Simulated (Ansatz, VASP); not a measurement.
# Pb in VASP and in Ansatz

INCAR

```
SYSTEM = Pb
ALGO = Fast
EDIFF = 1E-7
EDIFFG = -0.01
ENCUT = 600
GGA = PE
IBRION = 2
ISIF = 3
ISMEAR = 0
LASPH = .TRUE.
LCHARG = .FALSE.
LREAL = .FALSE.
LWAVE = .FALSE.
NELM = 80
NSW = 80
PREC = Accurate
SIGMA = 0.05
```

Contents of KPOINTS:

```
k-points
0
G
  14 14 8
  0 0 0
```

POSCAR

```
Pb
1.0
    3.4800000000      0.0000000000      0.0000000000
   -1.7400000000      3.0137684052      0.0000000000
    0.0000000000      0.0000000000      5.5900000000
Pb
2
Direct
    0.3333333333      0.6666666667      0.2500000000
    0.6666666667      0.3333333333      0.7500000000
```

Input for Ansatz:

```yaml
crystal:
  lattice:
    - [3.48, 0.0, 0.0]
    - [-1.74, 3.0137684052, 0.0]
    - [0.0, 0.0, 5.59]
  atoms:
    - { symbol: Pb, position: [0.3333333333, 0.6666666667, 0.25] }
    - { symbol: Pb, position: [0.6666666667, 0.3333333333, 0.75] }
basis:
  ecutwfc: 420
  ecutrho_ratio: 4
kpoints:
  mp_grid: { grid: [14, 14, 8] }
hamiltonian:
  xc: pbe
scf:
  occupations: { method: gaussian, width: 0.05 }
output:
  forces: true
  stress: true
  eigenvalues: true
relax:
  f_tol: 0.01
  max_steps: 60
  cell: { stress_tol: 0.04 }
```

Alike in both runs: task relaxation of cell and atoms; functional PBE; k mesh 14 × 14 × 8; occupations gaussian, width 0.05 eV; no spin polarisation.

```csv
,VASP,Ansatz
version,VASP 6.6.1,Ansatz 0.2.0
potentials or method,"VASP PAW PBE potentials, release 64 (Pb_d), cutoff 600 eV","scalar-relativistic, plane waves, PAW"
valence electrons in the cell,28,28
```

|  | VASP | Ansatz | Ansatz less VASP |
| --- | --- | --- | --- |
| gap on the k mesh at the Fermi level, each at its own relaxed structure (eV) | none | none | - |
| relaxed volume (Å³/atom) | 31.80 | 31.79 | -0.010 |
| relaxed length of the cell vector where the two differ most in proportion (Å) | 5.861 | 5.860 | -0.0015 |

A gap of «none» marks a metal or a gap that the smearing closes.

Spin-orbit coupling is off throughout.
